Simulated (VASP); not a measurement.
# Hf3O2 (P-3m1) in VASP: further runs, part 2 of 2

VASP 6.6.1.

### 4 Single point, PBE

This run uses another cell than the first one, of 18.22 Å³/atom.

INCAR

```
SYSTEM = Hf3O2
PREC     = Accurate       ! precision mode
ENCUT    = 520            ! plane-wave cutoff, eV
EDIFF    = 1E-6           ! SCF threshold, eV
ISMEAR   = 0              ! smearing method
SIGMA    = 0.1            ! smearing width, eV
LREAL    = .False.        ! projectors in reciprocal space
LASPH    = .True.         ! aspherical terms in the spheres
NELM     = 100            ! most SCF steps
ALGO     = Normal         ! electronic algorithm
ISIF     = 2              ! what is computed and relaxed
LWAVE    = .False.        ! write WAVECAR
LCHARG   = .True.         ! write CHGCAR
GGA      = PE             ! functional
LELF     = .True.         ! ELF
LVHAR    = .True.       
NBANDS   = 29             ! bands
```

KPOINTS

```
Automatic mesh
0
Gamma
  12 12 4
  0 0 0
```

POSCAR

```
Hf3O2
1.0
    3.2652082774      0.0000000000      0.0000000000
   -1.6326041387      2.8277533169      0.0000000000
    0.0000000000      0.0000000000      9.8680658017
Hf O
3 2
Direct
    0.0000000000      0.0000000000      0.0000000000
    0.3333333333      0.6666666667      0.7324431859
    0.6666666667      0.3333333333      0.2675568141
    0.3333333333      0.6666666667      0.3573172872
    0.6666666667      0.3333333333      0.6426827128
```

Started as:

```bash
cat potpaw_PBE.64/Hf_pv/POTCAR potpaw_PBE.64/O/POTCAR > POTCAR
mpirun -np 1 vasp_std > vasp.out
```

Run time: 3 min. Hardware: 1 thread of Intel Xeon Platinum 8259CL at 2.50GHz (Skylake/Cascade Lake), shared host; peak memory 0.3 GiB.

It converged, with:

```
Free energy            : -49.0435 eV
Pressure               : -1.1 GPa
Largest force          : 0.152 eV/Å
Band gap on the k mesh : zero (bands 21 and 22 overlap by 2.10 eV)
```

Forces on the atoms (eV/Å):
```
Hf   0.000  0.000  0.000
Hf   0.000  0.000 -0.129
Hf   0.000  0.000  0.129
O    0.000  0.000 -0.152
O    0.000  0.000  0.152
```

Stress tensor (GPa, compression positive):
```
-1.29  0.00  0.00
 0.00 -1.29  0.00
 0.00  0.00 -0.75
```

Levels at points of the mesh, in eV from the Fermi level:
```tsv
k point	band 19	band 20	band 21	band 22	band 23	band 24
(0.00, 0.00, 0.00)	-1.61	-1.03	1.60	1.60	2.25	2.58
(0.50, 0.00, 0.00)	-1.47	-0.52	-0.44	0.30	1.48	1.78
(0.00, 0.00, 0.50)	-2.02	-0.68	1.61	1.61	2.05	2.53
(0.50, 0.00, 0.50)	-1.50	-0.49	-0.39	0.31	1.17	2.02
```

Caveat: spin-orbit coupling is left out, which moves the levels of the heavy elements.

### 5 Relaxation of cell and atoms, PBE

INCAR

```
SYSTEM = Hf3O2
PREC = Accurate
ENCUT = 600
EDIFF = 1E-7
ISMEAR = 0
SIGMA = 0.1
LREAL = .False.
LASPH = .True.
NELM = 80
ALGO = Normal
ISIF = 3
LWAVE = .False.
LCHARG = .False.
GGA = PE
IBRION = 2
NSW = 90
EDIFFG = -0.04
```

KPOINTS

```
regular mesh
0
Gamma
  6 6 4
  0 0 0
```

POSCAR

```
Hf3O2
1.0
    3.7691533908      0.0000000000      0.0000000000
   -1.8845766954      3.2641825872      0.0000000000
    0.0000000000      0.0000000000      5.8641904278
Hf O
3 2
Direct
    0.0000000000      0.0000000000      0.0000000000
    0.3333333333      0.6666666667      0.6450000000
    0.6666666667      0.3333333333      0.3550000000
    0.3333333333      0.6666666667      0.2450000000
    0.6666666667      0.3333333333      0.7550000000
```

Started as:

```bash
cat potpaw_PBE.64/Hf_pv/POTCAR potpaw_PBE.64/O/POTCAR > POTCAR
mpirun -np 1 vasp_std > vasp.out
```

Run time: 35 min. Hardware: 1 thread of Intel Xeon Platinum 8259CL at 2.50GHz (Skylake/Cascade Lake), shared host; peak memory 0.25 GiB.

The run converged. Its results:

```yaml
Free_energy: -48.6377 eV
Relaxed_volume: 14.09 Å³/atom
Relaxed_cell: a = 3.258 Å, b = 3.258 Å, c = 7.667 Å, α = 90.00°, β = 90.00°, γ = 120.00°
Space_group_after_relaxing_to_0.1_Å: P-3m1 (No. 164)
Energy_gained_by_relaxing: 767.3 meV/atom
Ionic_steps: 43
Pressure_after_relaxing: -0.1 GPa
Largest_force_after_relaxing: 0.015 eV/Å
Band_gap_on_the_k_mesh: zero (bands 21 and 22 overlap by 0.68 eV)
```

Forces on the atoms (eV/Å):
```
Hf   0.000  0.000  0.000
Hf   0.000  0.000 -0.011
Hf   0.000  0.000  0.011
O    0.000  0.000  0.015
O    0.000  0.000 -0.015
```

Stress tensor (GPa, compression positive):
```
-0.07  0.00  0.00
 0.00 -0.07  0.00
 0.00  0.00 -0.19
```

The path:
| step | energy change (eV) | largest force (eV/Å) | pressure (GPa) | volume (Å³) |
| --- | --- | --- | --- | --- |
| 1 | 0.0000 | 2.4843 | 2.01 | 72.15 |
| 3 | -1.1310 | 2.7546 | 12.61 | 76.14 |
| 5 | -1.8291 | 0.5139 | -3.14 | 83.92 |
| 7 | -1.8324 | 0.4414 | -3.70 | 84.54 |
| 9 | -1.8819 | 0.5172 | 0.57 | 82.60 |
| 11 | -1.9160 | 0.2073 | -1.38 | 82.55 |
| 13 | -1.9265 | 0.3180 | 0.95 | 80.81 |
| 15 | -1.9829 | 0.4753 | -0.68 | 78.91 |
| 17 | -2.6430 | 1.3870 | 0.61 | 70.44 |
| 19 | -2.6400 | 1.4265 | 1.67 | 70.01 |
| 21 | -2.6445 | 1.4460 | 1.95 | 69.90 |
| 23 | -2.6537 | 1.5395 | 3.33 | 69.39 |
| 25 | -2.6790 | 1.5068 | 3.33 | 69.38 |
| 27 | -2.7896 | 1.3690 | 3.34 | 69.33 |
| 29 | -3.1572 | 0.8538 | 4.07 | 69.14 |
| 31 | -3.4158 | 1.0140 | 8.00 | 68.75 |
| 33 | -3.6951 | 0.4103 | -3.90 | 72.96 |
| 35 | -3.7544 | 0.3630 | -3.73 | 72.73 |
| 37 | -3.8059 | 0.4093 | -0.71 | 71.24 |
| 39 | -3.8300 | 0.2160 | 1.53 | 70.05 |
| 41 | -3.8350 | 0.1123 | -0.16 | 70.54 |
| 43 | -3.8365 | 0.0146 | -0.11 | 70.47 |

Final structure:
```yaml
crystal:
  lattice:
    - [3.25780, 0.00000, 0.00000]
    - [-1.62890, 2.82134, 0.00000]
    - [0.00000, 0.00000, 7.66695]
  atoms:
    - { symbol: Hf, position: [0.00000, 0.00000, 0.00000] }
    - { symbol: Hf, position: [0.33333, 0.66667, 0.66144] }
    - { symbol: Hf, position: [0.66667, 0.33333, 0.33856] }
    - { symbol: O, position: [0.33333, 0.66667, 0.15145] }
    - { symbol: O, position: [0.66667, 0.33333, 0.84855] }
```

Levels at points of the mesh, in eV from the Fermi level:
```
           k point  band 17  band 18  band 19  band 20  band 21  band 22  band 23  band 24  band 25
(0.00, 0.00, 0.00)    -6.44    -4.58    -1.63    -0.29    -0.29    -0.03     1.29     1.53     1.55
(0.50, 0.00, 0.00)    -6.81    -3.24    -1.73    -1.60     0.49     0.77     1.71     2.07     2.83
(0.00, 0.00, 0.50)    -6.42    -3.51    -2.24    -0.56    -0.07    -0.07     0.41     1.16     1.16
(0.50, 0.00, 0.50)    -6.78    -3.02    -1.71    -1.63    -0.80     1.65     1.77     2.35     3.38
```

Caveat: a cell axis changed by over 15 % at a fixed basis, so the end point is rough; spin-orbit coupling is left out, which moves the levels of the heavy elements.

### 6 Overview

| task | cell | k mesh | cutoff (eV) | gap on the mesh (eV) | pressure (GPa) | largest force (eV/Å) |
| --- | --- | --- | --- | --- | --- | --- |
| single point | a = 3.769, b = 3.769, c = 5.864 Å, angles 90.0, 90.0, 120.0°, 5 atoms, atomic positions A | 6 × 6 × 4 | 520 | none | 2.1 | 2.48 |
| single point | a = 3.271, b = 3.271, c = 9.779 Å, angles 90.0, 90.0, 120.0°, 5 atoms, atomic positions B | 6 × 6 × 4 | 520 | none | -1.1 | 0.15 |
| single point | a = 3.265, b = 3.265, c = 9.868 Å, angles 90.0, 90.0, 120.0°, 5 atoms, atomic positions C | 12 × 12 × 4 | 520 | none | -1.1 | 0.15 |
| relaxation of cell and atoms | relaxed from a = 3.769, b = 3.769, c = 5.864 Å, angles 90.0, 90.0, 120.0°, 5 atoms, atomic positions A | 6 × 6 × 4 | 600 | none | -0.1 | 0.01 |

Alike in all rows: level PBE; potentials or basis VASP PAW PBE potentials, release 64 (Hf_pv, O); no spin polarisation; smearing gaussian 0.1 eV.

Caveats: some runs use coarse meshes; spin-orbit coupling is left out, which moves the levels of the heavy elements; forces of over 1 eV/Å act on the atoms, so gaps and moduli don't describe the material at rest (at least some runs); a cell axis changed by over 15 % at a fixed basis, so the end point is rough (at least some runs).

Total energies depend on the potentials used, so only differences within one code and one set of settings carry meaning.
